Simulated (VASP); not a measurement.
# TaF4 (Pbam) in VASP: a series of runs

TaF4 is run at these levels: PBE; tasks: single point.

All numbers are computed with VASP 6.6.1; they aren't measurements. Logs are shortened: lines on timing, memory, paths and dates and some standing lists are left out, and cuts for length are marked.

**1. The cell of the first run**

The structure is orthorhombic, space group Pbam (No. 55). The conventional cell has a = 5.601 Å, b = 10.796 Å, c = 2.858 Å, α = 90.00°, β = 90.00°, γ = 90.00°. Ta (site symmetry 2/m) has 6 F at 1.88 to 2.10 Å within 2.5 Å. Within 2.5 Å of F (site symmetry m) lie 1 Ta at 1.88 Å. F (site symmetry m) has 2 Ta at 2.10 Å and 6 F at 2.82 to 2.86 Å within 2.9 Å.

The cell was generated, and may not be a known phase.

**2. Single point, PBE**

INCAR

```
  ALGO = Fast
  EDIFF = 1E-6
  ENCUT = 520
  GGA = PE
  ISIF = 2
  ISMEAR = 0
  LASPH = True
  LCHARG = False
  LREAL = False
  LWAVE = False
  NBANDS = 50
  NELM = 80
  PREC = Accurate
  SIGMA = 0.1
```

KPOINTS

```
k-points
0
Gamma
  6 4 10
```

POSCAR

```
TaF4
1.0
    5.6013951044      0.0000000000      0.0000000000
    0.0000000000     10.7964503899      0.0000000000
    0.0000000000      0.0000000000      2.8576230883
Ta F
2 8
Direct
    0.0000000000      0.0000000000      0.0000000000
    0.5000000000      0.5000000000      0.0000000000
    0.7759481361      0.4014073675      0.0000000000
    0.2759481361      0.0985926325      0.0000000000
    0.6555667663      0.6172864865      0.5000000000
    0.8444332337      0.1172864865      0.5000000000
    0.1555667663      0.8827135135      0.5000000000
    0.3444332337      0.3827135135      0.5000000000
    0.7240518639      0.9014073675      0.0000000000
    0.2240518639      0.5985926325      0.0000000000
```

Potentials or basis: VASP PAW PBE potentials, release 64 (Ta_pv, F).

Command:

```sh
$ cat potpaw_PBE.64/Ta_pv/POTCAR potpaw_PBE.64/F/POTCAR > POTCAR
$ mpirun -np 1 vasp_std > vasp.out
```

OUTCAR:

```text
EDIFF = 1E-6
   ENCUT = 520
   GGA = PE
   ISIF = 2
   ISMEAR = 0
   LASPH = True
   LREAL = False
   NELM = 80
   PREC = Accurate

 ion  position               nearest neighbor table
   1  0.000  0.000  0.000-   4 1.88   9 1.88   7 2.10   6 2.10   6 2.10   7 2.10
   2  0.500  0.500  0.000-   3 1.88  10 1.88   8 2.10   5 2.10   5 2.10   8 2.10
   3  0.776  0.401  0.000-   2 1.88
   4  0.276  0.099  0.000-   1 1.88
   5  0.656  0.617  0.500-   2 2.10   2 2.10
   6  0.844  0.117  0.500-   1 2.10   1 2.10
   7  0.156  0.883  0.500-   1 2.10   1 2.10
   8  0.344  0.383  0.500-   2 2.10   2 2.10
   9  0.724  0.901  0.000-   1 1.88
  10  0.224  0.599  0.000-   2 1.88

  LATTYP: Found a simple orthorhombic cell.
 ALAT       =     2.8576230883
 B/A-ratio  =     1.9601588213
 C/A-ratio  =     3.7781226062

  Lattice vectors:

 A1 = (   0.0000000000,   0.0000000000,   2.8576230883)
 A2 = (   5.6013951044,   0.0000000000,   0.0000000000)
 A3 = (   0.0000000000,  10.7964503899,   0.0000000000)

Analysis of symmetry for initial positions (statically):
=====================================================================
 Subroutine PRICEL returns:
 Original cell was already a primitive cell.

 Routine SETGRP: Setting up the symmetry group for a
 simple orthorhombic supercell.

 Subroutine GETGRP returns: Found  8 space group operations
 (whereof  4 operations were pure point group operations)
 out of a pool of  8 trial point group operations.

The static configuration has the point symmetry C_2h.
 The point group associated with its full space group is D_2h.

Analysis of symmetry for dynamics (positions and initial velocities):
=====================================================================
 Subroutine PRICEL returns:
 Original cell was already a primitive cell.

 Routine SETGRP: Setting up the symmetry group for a
 simple orthorhombic supercell.

 Subroutine GETGRP returns: Found  8 space group operations
 (whereof  4 operations were pure point group operations)
 out of a pool of  8 trial point group operations.

The dynamic configuration has the point symmetry C_2h.
 The point group associated with its full space group is D_2h.

 Subroutine INISYM returns: Found  8 space group operations
 (whereof  4 operations are pure point group operations),
 and found     1 'primitive' translations

----------------------------------------------------------------------------------------

                                     Primitive cell

  volume of cell :     172.8153

  direct lattice vectors                    reciprocal lattice vectors
     5.601395104  0.000000000  0.000000000     0.178526953  0.000000000  0.000000000
     0.000000000 10.796450390  0.000000000     0.000000000  0.092623035  0.000000000
     0.000000000  0.000000000  2.857623088     0.000000000  0.000000000  0.349941182

  length of vectors
     5.601395104 10.796450390  2.857623088     0.178526953  0.092623035  0.349941182

  position of ions in fractional coordinates (direct lattice)
     0.000000000  0.000000000  0.000000000
     0.500000000  0.500000000  0.000000000
     0.775948136  0.401407367  0.000000000
     0.275948136  0.098592633  0.000000000
     0.655566766  0.617286486  0.500000000
     0.844433234  0.117286486  0.500000000
     0.155566766  0.882713514  0.500000000
     0.344433234  0.382713514  0.500000000
     0.724051864  0.901407367  0.000000000
     0.224051864  0.598592633  0.000000000

  ion indices of the primitive-cell ions
   primitive index   ion index
                 1           1
                 2           2
                 3           3
                 4           4
                 5           5
                 6           6
                 7           7
                 8           8
                 9           9
                10          10

----------------------------------------------------------------------------------------

 KPOINTS: k-points

Automatic generation of k-mesh.
 Grid dimensions read from file:
 generate k-points for:    6    4   10

 Generating k-lattice:

  Cartesian coordinates                     Fractional coordinates (reciprocal lattice)
     0.029754492  0.000000000  0.000000000     0.166666667  0.000000000  0.000000000
     0.000000000  0.023155759  0.000000000     0.000000000  0.250000000  0.000000000
     0.000000000  0.000000000  0.034994118     0.000000000  0.000000000  0.100000000

  Length of vectors
     0.029754492  0.023155759  0.034994118

  Shift w.r.t. Gamma in fractional coordinates (k-lattice)
     0.000000000  0.000000000  0.000000000

 Subroutine IBZKPT returns following result:
 ===========================================

 Found     72 irreducible k-points:

 Following reciprocal coordinates:
            Coordinates               Weight
  0.000000  0.000000  0.000000      1.000000
  0.166667  0.000000  0.000000      2.000000
  0.333333  0.000000  0.000000      2.000000
  0.500000  0.000000  0.000000      1.000000
  0.000000  0.250000  0.000000      2.000000
  0.166667  0.250000  0.000000      4.000000
[... 16 lines left out ...]
  0.333333  0.500000  0.100000      4.000000
  0.500000  0.500000  0.100000      2.000000
 [... further k-points ...]
   k-points           NKPTS =     72   k-points in BZ     NKDIM =     72   number of bands    NBANDS=     50
   number of dos      NEDOS =    301   number of ions     NIONS =     10
   total plane-waves  NPLWV =  80640
   dimension x,y,z NGX =    42 NGY =   80 NGZ =   24
   dimension x,y,z NGXF=    84 NGYF=  160 NGZF=   48
   ions per type =               2   8
   NGX,Y,Z   is equivalent  to a cutoff of  12.47, 12.32, 13.96 a.u.
   NGXF,Y,Z  is equivalent  to a cutoff of  24.93, 24.64, 27.92 a.u.
 SYSTEM =  unknown system
   PREC   = accura    normal or accurate (medium, high low for compatibility)
   ISTART =      0    job   : 0-new  1-cont  2-samecut
   ICHARG =      2    charge: 1-file 2-atom 10-const
   ISPIN  =      1    spin polarized calculation?
   LNONCOLLINEAR =      F non collinear calculations
   LSORBIT =      F    spin-orbit coupling
   LASPH  =      T    aspherical Exc in radial PAW
   ENCUT  =  520.0 eV  38.22 Ry    6.18 a.u.  10.41 20.07  5.31*2*pi/ulx,y,z
   NELM   =     80;   NELMIN=  2; NELMDL= -5     # of ELM steps
   EDIFF  = 0.1E-05   stopping-criterion for ELM
   LREAL  =      F    real-space projection
   EDIFFG = 0.1E-04   stopping-criterion for IOM
   NSW    =      0    number of steps for IOM
   IBRION =     -1    ionic relax: 0-MD 1-quasi-New 2-CG
   NFREE  =      0    steps in history (QN), initial steepest desc. (CG)
   ISIF   =      2    stress and relaxation
   ISYM   =      2    0-nonsym 1-usesym 2-fastsym
   POTIM  = 0.5000    time-step for ionic-motion
   TEBEG  =    0.0;   TEEND  =   0.0 temperature during run
   PSTRESS=    0.0 pullay stress
   NELECT =      78.0000    total number of electrons
   NUPDOWN=      -1.0000    fix difference up-down
   EMIN   =  10.00;   EMAX   =-10.00  energy-range for DOS
   EFERMI =   0.00;   METHOD = LEGACY
   ISMEAR =     0;   SIGMA  =   0.10  broadening in eV -4-tet -1-fermi 0-gaus
   EFERMI_NEDOS =   21; number of points for ismear=-14 and -15
   IALGO  =     68    algorithm
   IMIX   =      4    mixing-type and parameters
     AMIX     =   0.40;   BMIX     =  1.00
     AMIX_MAG =   1.60;   BMIX_MAG =  1.00
  volume/ion in A,a.u.               =      17.28       116.62
  Fermi-wavevector in a.u.,A,eV,Ry     =   1.255776  2.373073 21.456039  1.576974
  Thomas-Fermi vector in A             =   2.389517
   LORBIT       =      0    0 simple, 1 ext, 2 COOP (PROOUT), +10 PAW based schemes
   GGA     = PE    functional components
   LHFCALC =     F    Hartree Fock is set to
   AEXX    =    0.0000 exact exchange contribution
   IVDW    =     0    specifies the selected vdW correction
   LEPSILON=     F    determine dielectric tensor
   LRPA    =     F    only Hartree local field effects (RPA)
 non-spin polarized calculation
 RMM-DIIS sequential band-by-band and
 Gauss-broadening in eV      SIGMA  =   0.10
  energy-cutoff  :      520.00
  volume of cell :      172.82
 maximum number of plane-waves:      4688
 NGX is ok and might be reduce to    42
   NGX = 21   NGY = 41   NGZ = 11

 number of electron      77.9999972 magnetization

 Free energy of the ion-electron system (eV)
  ---------------------------------------------------
  ext. energy  EPLUGINS =         0.00000000
  ---------------------------------------------------
  free energy    TOTEN  =       -67.09463920 eV

  energy without entropy =      -67.09463920  energy(sigma->0) =      -67.09463920

 E-fermi :   0.3541     XC(G=0):  -8.1533

 val. band max:       -0.1117715287   @ k =   0.0000   0.0000   0.2000
 cond. band min:       0.8984536193   @ k =   0.5000   0.5000   0.5000
 fundamental gap:      1.0102251480
 Fermi energy:         0.3541114934

 k-point     1 :       0.0000    0.0000    0.0000
  band No.  band energies     occupation
      1     -37.0809      2.00000
      2     -37.0809      2.00000
      3     -36.6241      2.00000
      4     -36.6240      2.00000
      5     -36.0482      2.00000
      6     -36.0482      2.00000
[... 42 lines left out ...]
     49       5.8528      0.00000
     50       6.0412      0.00000

 k-point     2 :       0.1667    0.0000    0.0000
  band No.  band energies     occupation
      1     -37.0810      2.00000
      2     -37.0810      2.00000
      3     -36.6241      2.00000
      4     -36.6240      2.00000
      5     -36.0482      2.00000
      6     -36.0482      2.00000
[... 42 lines left out ...]
     49       5.7651      0.00000
     50       6.4321      0.00000

 k-point     3 :       0.3333    0.0000    0.0000
  band No.  band energies     occupation
      1     -37.0812      2.00000
      2     -37.0811      2.00000
      3     -36.6241      2.00000
      4     -36.6240      2.00000
      5     -36.0482      2.00000
      6     -36.0482      2.00000
[... 42 lines left out ...]
     49       6.4280      0.00000
     50       6.4901      0.00000

 k-point     4 :       0.5000    0.0000    0.0000
  band No.  band energies     occupation
      1     -37.0812      2.00000
      2     -37.0812      2.00000
      3     -36.6241      2.00000
      4     -36.6241      2.00000
      5     -36.0482      2.00000
      6     -36.0482      2.00000
[... 999 lines left out ...]
 k-point    23 :       0.3333    0.5000    0.1000
  band No.  band energies     occupation
      1     -37.0730      2.00000
      2     -37.0730      2.00000
      3     -36.6027      2.00000
      4     -36.6027      2.00000
      5     -36.1446      2.00000
      6     -36.1446      2.00000
[... 42 lines left out ...]
     49       6.3019      0.00000
     50       6.5707      0.00000

 k-point    24 :       0.5000    0.5000    0.1000
  band No.  band energies     occupation
      1     -37.0731      2.00000
      2     -37.0731      2.00000
      3     -36.6027      2.00000
      4     -36.6027      2.00000
      5     -36.1446      2.00000
      6     -36.1446      2.00000
[... 42 lines left out ...]
     49       6.4080      0.00000
     50       6.4232      0.00000

 [... further k-points ...]

------------------------ aborting loop because EDIFF is reached ----------------------------------------

  FORCE on cell =-STRESS in cart. coord.  units (eV):
  Direction    XX          YY          ZZ          XY          YZ          ZX
  --------------------------------------------------------------------------------------
  -------------------------------------------------------------------------------------
  Total        0.8788606      0.4799247      0.2609236      0.0000000      0.0000000      0.0000000
  in kB        8.1479516      4.4494011      2.4190333      0.0000000      0.0000000      0.0000000
  external PRESSURE =       5.0054620 kB  Pullay stress =       0.0000000 kB

 VOLUME and BASIS-vectors are now :
 -----------------------------------------------------------------------------
  energy-cutoff  :      520.00
  volume of cell :      172.82
      direct lattice vectors                 reciprocal lattice vectors
     5.601395104  0.000000000  0.000000000     0.178526953  0.000000000  0.000000000
     0.000000000 10.796450390  0.000000000     0.000000000  0.092623035  0.000000000
     0.000000000  0.000000000  2.857623088     0.000000000  0.000000000  0.349941182

 POSITION                                       TOTAL-FORCE (eV/Angst)
 -----------------------------------------------------------------------------------
      0.00000      0.00000      0.00000         0.000000     -0.000000      0.000000
      2.80070      5.39823      0.00000         0.000000     -0.000000      0.000000
      4.34639      4.33377      0.00000         0.170597     -0.115596      0.000000
      1.54569      1.06445      0.00000         0.170597      0.115596     -0.000000
      3.67209      6.66450      1.42881         0.042937      0.061395      0.000000
      4.73000      1.26628      1.42881        -0.042937      0.061395     -0.000000
      0.87139      9.53017      1.42881         0.042937     -0.061395      0.000000
      1.92931      4.13195      1.42881        -0.042937     -0.061395     -0.000000
      4.05570      9.73200      0.00000        -0.170597     -0.115596     -0.000000
      1.25500      6.46268      0.00000        -0.170597      0.115596     -0.000000
 -----------------------------------------------------------------------------------
    total drift:                                0.000000      0.000000      0.000000

  FREE ENERGIE OF THE ION-ELECTRON SYSTEM (eV)
  ---------------------------------------------------
  free  energy   TOTEN  =       -67.0946392032 eV

  energy  without entropy=      -67.0946392032  energy(sigma->0) =      -67.09463920
```

Wall time 18 min (1 thread of Oxide Virtual Turin-like, shared host); peak memory 0.54 GiB.

Results:

| Quantity | Value |
| --- | --- |
| Free energy | -67.0946 eV |
| Pressure | 0.5 GPa |
| Largest force | 0.206 eV/Å |
| Band gap on the k mesh | zero (bands 39 and 40 overlap by 2.61 eV) |

Forces in eV/Å, atoms in the order of the input:
```
Ta   0.000  0.000  0.000
Ta   0.000  0.000  0.000
F    0.171 -0.116  0.000
F    0.171  0.116  0.000
F    0.043  0.061  0.000
F   -0.043  0.061  0.000
F    0.043 -0.061  0.000
F   -0.043 -0.061  0.000
F   -0.171 -0.116  0.000
F   -0.171  0.116  0.000
```

Stress tensor (GPa, compression positive):
```
0.81 0.00 0.00
0.00 0.44 0.00
0.00 0.00 0.24
```

Levels at points of the mesh, in eV from the Fermi level:
```
           k point  band 35  band 36  band 37  band 38  band 39  band 40  band 41  band 42  band 43  band 44
(0.00, 0.00, 0.00)    -5.23    -5.16    -4.86    -4.86    -1.68    -1.66     1.97     1.97     2.48     2.55
(0.50, 0.00, 0.00)    -5.16    -5.16    -4.85    -4.85    -1.66    -1.66     1.98     1.98     2.55     2.55
(0.00, 0.50, 0.00)    -5.19    -5.19    -4.86    -4.86    -1.67    -1.67     1.97     1.97     2.55     2.55
(0.50, 0.50, 0.00)    -5.17    -5.17    -4.85    -4.85    -1.66    -1.66     1.98     1.98     2.55     2.55
(0.00, 0.00, 0.50)    -5.33    -5.33    -5.23    -5.20     0.58     0.63     1.44     1.48     3.25     3.25
(0.50, 0.00, 0.50)    -5.40    -5.40    -5.31    -5.31     0.54     0.54     1.41     1.41     3.26     3.26
(0.00, 0.50, 0.50)    -5.33    -5.33    -5.22    -5.22     0.61     0.61     1.46     1.46     3.25     3.25
(0.50, 0.50, 0.50)    -5.40    -5.40    -5.31    -5.31     0.54     0.54     1.41     1.41     3.26     3.26
```

Caveat: spin-orbit coupling is left out, which moves the levels of the heavy elements.

**3. Single point, PBE**

This run uses another cell than the first one, of 17.35 Å³/atom.

INCAR

```
PREC = Accurate ; ENCUT = 520
EDIFF = 1E-6 ; ISMEAR = 0
SIGMA = 0.1 ; LREAL = F
LASPH = T ; NELM = 80
ALGO = Fast ; ISIF = 2
LWAVE = F ; LCHARG = F
GGA = PE ; NBANDS = 50
```

KPOINTS

```
regular mesh
0
Gamma
  6 4 10
```

POSCAR

```
TaF4
1.0
    5.6157749392      0.0000000000      0.0000000000
    0.0000000000     10.8134414261      0.0000000000
    0.0000000000      0.0000000000      2.8573639485
Ta F
2 8
Direct
    0.0000000000      0.0000000000      0.0000000000
    0.5000000000      0.5000000000      0.0000000000
    0.7752640883      0.4015758223      0.0000000000
    0.2752640883      0.0984241777      0.0000000000
    0.6551837048      0.6171197854      0.5000000000
    0.8448162952      0.1171197854      0.5000000000
    0.1551837048      0.8828802146      0.5000000000
    0.3448162952      0.3828802146      0.5000000000
    0.7247359117      0.9015758223      0.0000000000
    0.2247359117      0.5984241777      0.0000000000
```

Potentials or basis: VASP PAW PBE potentials, release 64 (Ta_pv, F).

Command:

```sh
$ cat potpaw_PBE.64/Ta_pv/POTCAR potpaw_PBE.64/F/POTCAR > POTCAR
$ mpirun -np 1 vasp_std > vasp.out
```

Run time: 15 min. Hardware: 1 thread of Oxide Virtual Turin-like, shared host; peak memory 0.54 GiB.

It converged, with:

| Property | Result |
| --- | --- |
| Free energy | -67.0947 eV |
| Pressure | 0.5 GPa |
| Largest force | 0.205 eV/Å |
| Band gap on the k mesh | zero (bands 39 and 40 overlap by 2.62 eV) |

Forces in eV/Å, atoms in the order of the input:
```
Ta   0.000  0.000  0.000
Ta   0.000  0.000  0.000
F    0.170 -0.115  0.000
F    0.170  0.115  0.000
F    0.042  0.061  0.000
F   -0.042  0.061  0.000
F    0.042 -0.061  0.000
F   -0.042 -0.061  0.000
F   -0.170 -0.115  0.000
F   -0.170  0.115  0.000
```

Stress tensor (GPa, compression positive):
```
0.79 0.00 0.00
0.00 0.43 0.00
0.00 0.00 0.25
```

Levels at points of the mesh, in eV from the Fermi level:
| k point | band 35 | band 36 | band 37 | band 38 | band 39 | band 40 | band 41 | band 42 | band 43 | band 44 |
| --- | --- | --- | --- | --- | --- | --- | --- | --- | --- | --- |
| (0.00, 0.00, 0.00) | -5.25 | -5.18 | -4.88 | -4.88 | -1.70 | -1.69 | 1.95 | 1.95 | 2.46 | 2.53 |
| (0.50, 0.00, 0.00) | -5.18 | -5.18 | -4.87 | -4.87 | -1.69 | -1.69 | 1.96 | 1.96 | 2.53 | 2.53 |
| (0.00, 0.50, 0.00) | -5.21 | -5.21 | -4.88 | -4.88 | -1.69 | -1.69 | 1.95 | 1.95 | 2.53 | 2.53 |
| (0.50, 0.50, 0.00) | -5.19 | -5.19 | -4.87 | -4.87 | -1.69 | -1.69 | 1.95 | 1.95 | 2.53 | 2.53 |
| (0.00, 0.00, 0.50) | -5.35 | -5.35 | -5.25 | -5.23 | 0.56 | 0.60 | 1.42 | 1.45 | 3.23 | 3.23 |
| (0.50, 0.00, 0.50) | -5.42 | -5.42 | -5.33 | -5.33 | 0.52 | 0.52 | 1.39 | 1.39 | 3.24 | 3.24 |
| (0.00, 0.50, 0.50) | -5.35 | -5.35 | -5.24 | -5.24 | 0.58 | 0.58 | 1.44 | 1.44 | 3.23 | 3.23 |
| (0.50, 0.50, 0.50) | -5.43 | -5.43 | -5.33 | -5.33 | 0.52 | 0.52 | 1.39 | 1.39 | 3.24 | 3.24 |

Caveat: spin-orbit coupling is left out, which moves the levels of the heavy elements.

The gap in the log of VASP goes by the Fermi energy; the results here count the filled bands.